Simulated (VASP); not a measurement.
# Be in VASP: further runs

The runs below take Be through single point, with PBE.

Program: VASP 6.6.1. These are calculated values, not measurements. Logs are shortened: lines on timing, memory, paths and dates and some standing lists are left out, and cuts for length are marked.

## (1) The cell of the first run

The cell holds a slab with vacuum, 1 atom: a = 2.233 Å, b = 3.157 Å, c = 16.000 Å, α = 90.00°, β = 90.00°, γ = 90.00°.

## (2) Single point, PBE

Contents of INCAR:

```
PREC = Accurate
ENCUT = 520
EDIFF = 1E-6
ISMEAR = -1
SIGMA = 0.05
LREAL = False
LASPH = True
NELM = 60
ALGO = Normal
ISIF = 2
LWAVE = False
LCHARG = False
LDIPOL = True
IDIPOL = 3
DIPOL = 0.5 0.5 0.500
GGA = PE
NBANDS = 7
```

Contents of KPOINTS:

```
regular mesh
0
Gamma
  15 10 1
```

Contents of POSCAR:

```
Be
1.0
    2.2325178445      0.0000000000      0.0000000000
    0.0000000000      3.1572570139      0.0000000000
    0.0000000000      0.0000000000     16.0000000000
Be
1
Direct
    0.0000000000      0.0000000000      0.5000000000
```

Potentials or basis: VASP PAW PBE potentials, release 64 (Be).

The run is started by

```console
> cat potpaw_PBE.64/Be/POTCAR > POTCAR
> mpirun -np 1 vasp_std > vasp.out
```

OUTCAR:

```text
PREC = Accurate
   ENCUT = 520
   EDIFF = 1E-6
   ISMEAR = -1
   LREAL = False
   LASPH = True
   NELM = 60
   ISIF = 2
   GGA = PE

 ion  position               nearest neighbor table
   1  0.000  0.000  0.500-

  LATTYP: Found a simple orthorhombic cell.
 ALAT       =     2.2325178445
 B/A-ratio  =     1.4142135624
 C/A-ratio  =     7.1667960189

  Lattice vectors:

 A1 = (   2.2325178445,   0.0000000000,   0.0000000000)
 A2 = (   0.0000000000,   3.1572570139,   0.0000000000)
 A3 = (   0.0000000000,   0.0000000000,  16.0000000000)

Analysis of symmetry for initial positions (statically):
=====================================================================
 Subroutine PRICEL returns:
 Original cell was already a primitive cell.

 Routine SETGRP: Setting up the symmetry group for a
 simple orthorhombic supercell.

 Subroutine GETGRP returns: Found  8 space group operations
 (whereof  8 operations were pure point group operations)
 out of a pool of  8 trial point group operations.

The static configuration has the point symmetry D_2h.

Analysis of symmetry for dynamics (positions and initial velocities):
=====================================================================
 Subroutine PRICEL returns:
 Original cell was already a primitive cell.

 Routine SETGRP: Setting up the symmetry group for a
 simple orthorhombic supercell.

 Subroutine GETGRP returns: Found  8 space group operations
 (whereof  8 operations were pure point group operations)
 out of a pool of  8 trial point group operations.

The dynamic configuration has the point symmetry D_2h.

 Subroutine INISYM returns: Found  8 space group operations
 (whereof  8 operations are pure point group operations),
 and found     1 'primitive' translations

----------------------------------------------------------------------------------------

                                     Primitive cell

  volume of cell :     112.7781

  direct lattice vectors                    reciprocal lattice vectors
     2.232517844  0.000000000  0.000000000     0.447924751  0.000000000  0.000000000
     0.000000000  3.157257014  0.000000000     0.000000000  0.316730629  0.000000000
     0.000000000  0.000000000 16.000000000     0.000000000  0.000000000  0.062500000

  length of vectors
     2.232517844  3.157257014 16.000000000     0.447924751  0.316730629  0.062500000

  position of ions in fractional coordinates (direct lattice)
     0.000000000  0.000000000  0.500000000

  ion indices of the primitive-cell ions
   primitive index   ion index
                 1           1

----------------------------------------------------------------------------------------

 KPOINTS: regular mesh

Automatic generation of k-mesh.
 Grid dimensions read from file:
 generate k-points for:   15   10    1

 Generating k-lattice:

  Cartesian coordinates                     Fractional coordinates (reciprocal lattice)
     0.029861650  0.000000000  0.000000000     0.066666667  0.000000000  0.000000000
     0.000000000  0.031673063  0.000000000     0.000000000  0.100000000  0.000000000
     0.000000000  0.000000000  0.062500000     0.000000000  0.000000000  1.000000000

  Length of vectors
     0.029861650  0.031673063  0.062500000

  Shift w.r.t. Gamma in fractional coordinates (k-lattice)
     0.000000000  0.000000000  0.000000000

 Subroutine IBZKPT returns following result:
 ===========================================

 Found     48 irreducible k-points:

 Following reciprocal coordinates:
            Coordinates               Weight
  0.000000  0.000000  0.000000      1.000000
  0.066667  0.000000  0.000000      2.000000
  0.133333  0.000000  0.000000      2.000000
  0.200000  0.000000  0.000000      2.000000
  0.266667  0.000000  0.000000      2.000000
  0.333333  0.000000  0.000000      2.000000
[... 16 lines left out ...]
  0.400000  0.200000  0.000000      4.000000
  0.466667  0.200000  0.000000      4.000000
 [... further k-points ...]
   k-points           NKPTS =     48   k-points in BZ     NKDIM =     48   number of bands    NBANDS=      7
   number of dos      NEDOS =    301   number of ions     NIONS =      1
   total plane-waves  NPLWV =  51840
   dimension x,y,z NGX =    18 NGY =   24 NGZ =  120
   dimension x,y,z NGXF=    36 NGYF=   48 NGZF=  240
   ions per type =               1
   NGX,Y,Z   is equivalent  to a cutoff of  13.40, 12.64, 12.47 a.u.
   NGXF,Y,Z  is equivalent  to a cutoff of  26.81, 25.27, 24.94 a.u.
 SYSTEM =  unknown system
   PREC   = accura    normal or accurate (medium, high low for compatibility)
   ISTART =      0    job   : 0-new  1-cont  2-samecut
   ICHARG =      2    charge: 1-file 2-atom 10-const
   ISPIN  =      1    spin polarized calculation?
   LNONCOLLINEAR =      F non collinear calculations
   LSORBIT =      F    spin-orbit coupling
   LASPH  =      T    aspherical Exc in radial PAW
   ENCUT  =  520.0 eV  38.22 Ry    6.18 a.u.   4.15  5.87 29.75*2*pi/ulx,y,z
   NELM   =     60;   NELMIN=  2; NELMDL= -5     # of ELM steps
   EDIFF  = 0.1E-05   stopping-criterion for ELM
   LREAL  =      F    real-space projection
   EDIFFG = 0.1E-04   stopping-criterion for IOM
   NSW    =      0    number of steps for IOM
   IBRION =     -1    ionic relax: 0-MD 1-quasi-New 2-CG
   NFREE  =      0    steps in history (QN), initial steepest desc. (CG)
   ISIF   =      2    stress and relaxation
   ISYM   =      2    0-nonsym 1-usesym 2-fastsym
   POTIM  = 0.5000    time-step for ionic-motion
   TEBEG  =    0.0;   TEEND  =   0.0 temperature during run
   PSTRESS=    0.0 pullay stress
   NELECT =       2.0000    total number of electrons
   NUPDOWN=      -1.0000    fix difference up-down
   EMIN   =  10.00;   EMAX   =-10.00  energy-range for DOS
   EFERMI =   0.00;   METHOD = LEGACY
   ISMEAR =    -1;   SIGMA  =   0.05  broadening in eV -4-tet -1-fermi 0-gaus
   EFERMI_NEDOS =   21; number of points for ismear=-14 and -15
   IALGO  =     38    algorithm
   IMIX   =      4    mixing-type and parameters
     AMIX     =   0.40;   BMIX     =  1.00
     AMIX_MAG =   1.60;   BMIX_MAG =  1.00
  volume/ion in A,a.u.               =     112.78       761.06
  Fermi-wavevector in a.u.,A,eV,Ry     =   0.426917  0.806756  2.479770  0.182258
  Thomas-Fermi vector in A             =   1.393239
   LORBIT       =      0    0 simple, 1 ext, 2 COOP (PROOUT), +10 PAW based schemes
   GGA     = PE    functional components
   LHFCALC =     F    Hartree Fock is set to
   AEXX    =    0.0000 exact exchange contribution
   IVDW    =     0    specifies the selected vdW correction
   LEPSILON=     F    determine dielectric tensor
   LRPA    =     F    only Hartree local field effects (RPA)
 non-spin polarized calculation
  energy-cutoff  :      520.00
  volume of cell :      112.78
 maximum number of plane-waves:      3064
 NGX is ok and might be reduce to    18
   NGX =  9   NGY = 11   NGZ = 59

 number of electron       2.0000000 magnetization

 dipolmoment           0.000000      0.000000     -0.000000 electrons x Angstroem

 Free energy of the ion-electron system (eV)
  ---------------------------------------------------
  ext. energy  EPLUGINS =         0.00000000
  ---------------------------------------------------
  free energy    TOTEN  =        -1.64433966 eV

  energy without entropy =       -1.63572793  energy(sigma->0) =       -1.64003380

 E-fermi :  -3.1010     XC(G=0):  -2.1319

 val. band max:       -3.1225497434   @ k =   0.0667   0.4000   0.0000
 cond. band min:      -3.0879655604   @ k =   0.4000   0.4000   0.0000
 fundamental gap:      0.0345841830
 Fermi energy:        -3.1010267605

 k-point     1 :       0.0000    0.0000    0.0000
  band No.  band energies     occupation
      1      -7.8146      2.00000
      2      -3.2605      1.92083
      3       0.3783      0.00000
      4       1.1077      0.00000
      5       1.5047      0.00000
      6       2.4522      0.00000
      7       3.4965      0.00000

 k-point     2 :       0.0667    0.0000    0.0000
  band No.  band energies     occupation
      1      -7.7125      2.00000
      2      -3.1305      1.28667
      3       0.5087      0.00000
      4       1.2408      0.00000
      5       1.6350      0.00000
      6       2.5700      0.00000
      7       3.6285      0.00000

 k-point     3 :       0.1333    0.0000    0.0000
  band No.  band energies     occupation
      1      -7.4083      2.00000
      2      -2.7414      0.00150
      3       0.8988      0.00000
      4       1.6398      0.00000
      5       2.0245      0.00000
      6       2.9201      0.00000
      7       4.0238      0.00000

 k-point     4 :       0.2000    0.0000    0.0000
  band No.  band energies     occupation
      1      -6.9086      2.00000
      2      -2.0957      0.00000
      3       1.5416      0.00000
      4       2.3037      0.00000
      5       2.6643      0.00000
      6       3.4923      0.00000
      7       4.6799      0.00000

 k-point     5 :       0.2667    0.0000    0.0000
  band No.  band energies     occupation
      1      -6.2273      2.00000
      2      -1.1997      0.00000
      3       2.3930      0.00000
      4       3.2299      0.00000
      5       3.4749      0.00000
      6       4.2630      0.00000
      7       4.6958      0.00000
[... 161 lines left out ...]
 k-point    22 :       0.3333    0.2000    0.0000
  band No.  band energies     occupation
      1      -4.9427      2.00000
      2       0.4154      0.00000
      3       1.7900      0.00000
      4       4.0151      0.00000
      5       4.7612      0.00000
      6       4.9691      0.00000
      7       5.6125      0.00000

 k-point    23 :       0.4000    0.2000    0.0000
  band No.  band energies     occupation
      1      -4.0717      2.00000
      2       1.2500      0.00000
      3       1.7164      0.00000
      4       4.6914      0.00000
      5       5.8140      0.00000
      6       6.3109      0.00000
      7       6.9025      0.00000

 k-point    24 :       0.4667    0.2000    0.0000
  band No.  band energies     occupation
      1      -3.3824      1.99283
      2       0.4983      0.00000
      3       2.9432      0.00000
      4       5.4667      0.00000
      5       6.3393      0.00000
      6       7.3570      0.00000
      7       8.3237      0.00000

 [... further k-points ...]

------------------------ aborting loop because EDIFF is reached ----------------------------------------

 vacuum level on the upper side and lower side of the slab       (xc-potential included)        -0.104        -0.104

  FORCE on cell =-STRESS in cart. coord.  units (eV):
  Direction    XX          YY          ZZ          XY          YZ          ZX
  --------------------------------------------------------------------------------------
  -------------------------------------------------------------------------------------
  Total       -1.2517368     -1.2958272     -0.0002927     -0.0000000      0.0000000      0.0000000
  in kB      -17.7827422    -18.4091103     -0.0041586     -0.0000000      0.0000000      0.0000000
  external PRESSURE =     -12.0653370 kB  Pullay stress =       0.0000000 kB

 VOLUME and BASIS-vectors are now :
 -----------------------------------------------------------------------------
  energy-cutoff  :      520.00
  volume of cell :      112.78
      direct lattice vectors                 reciprocal lattice vectors
     2.232517844  0.000000000  0.000000000     0.447924751  0.000000000  0.000000000
     0.000000000  3.157257014  0.000000000     0.000000000  0.316730629  0.000000000
     0.000000000  0.000000000 16.000000000     0.000000000  0.000000000  0.062500000

 POSITION                                       TOTAL-FORCE (eV/Angst)
 -----------------------------------------------------------------------------------
      0.00000      0.00000      8.00000         0.000000      0.000000      0.000000
 -----------------------------------------------------------------------------------
    total drift:                                0.000000     -0.000000     -0.000000

  FREE ENERGIE OF THE ION-ELECTRON SYSTEM (eV)
  ---------------------------------------------------
  free  energy   TOTEN  =        -1.6443396575 eV

  energy  without entropy=       -1.6357279349  energy(sigma->0) =       -1.64003380

 vacuum level on the upper side and lower side of the slab         0.829         0.829
```

It took 78 s on 1 thread of Intel Xeon 8259CL, shared host; peak memory 0.22 GiB.

Results:

- Free energy: -1.6443 eV
- Band gap on the k mesh: zero (bands 1 and 2 overlap by 1.75 eV)

Levels at points of the mesh, in eV from the Fermi level:
| k point | band 1 | band 2 | band 3 | band 4 | band 5 |
| --- | --- | --- | --- | --- | --- |
| (0.00, 0.00, 0.00) | -4.71 | -0.16 | 3.48 | 4.21 | 4.61 |
| (0.00, 0.50, 0.00) | -2.04 | -1.10 | 1.92 | 5.62 | 7.15 |

## (3) Single point, PBE

Contents of INCAR:

```
SYSTEM = Be
PREC     = Accurate       ! precision mode
ENCUT    = 520            ! plane-wave cutoff, eV
EDIFF    = 1E-6           ! SCF threshold, eV
ISMEAR   = -1             ! smearing method
SIGMA    = 0.05           ! smearing width, eV
LREAL    = .False.        ! projectors in reciprocal space
LASPH    = .True.         ! aspherical terms in the spheres
NELM     = 80             ! most SCF steps
ALGO     = Normal         ! electronic algorithm
ISIF     = 2              ! what is computed and relaxed
LWAVE    = .False.        ! write WAVECAR
LCHARG   = .False.        ! write CHGCAR
LDIPOL   = .True.       
IDIPOL   = 3            
DIPOL    = 0.5 0.5 0.500
GGA      = PE             ! functional
NBANDS   = 7              ! bands
```

Contents of KPOINTS:

```
Automatic mesh
0
Gamma
  15 10 1
  0 0 0
```

POSCAR is that of step 2.

Potentials or basis: VASP PAW PBE potentials, release 64 (Be).

The run is started by

```console
> cat potpaw_PBE.64/Be/POTCAR > POTCAR
> mpirun -np 1 vasp_std > vasp.out
```

It took 78 s on 1 thread of Intel Xeon 8259CL, shared host; peak memory 0.22 GiB.

The run converged. Its results:

| Quantity | Value |
| --- | --- |
| Free energy | -1.6443 eV |
| Band gap on the k mesh | zero (bands 1 and 2 overlap by 1.75 eV) |

Levels at points of the mesh, in eV from the Fermi level:
| k point | band 1 | band 2 | band 3 | band 4 |
| --- | --- | --- | --- | --- |
| (0.00, 0.00, 0.00) | -4.71 | -0.16 | 3.48 | 4.21 |
| (0.00, 0.50, 0.00) | -2.04 | -1.10 | 1.92 | 5.62 |
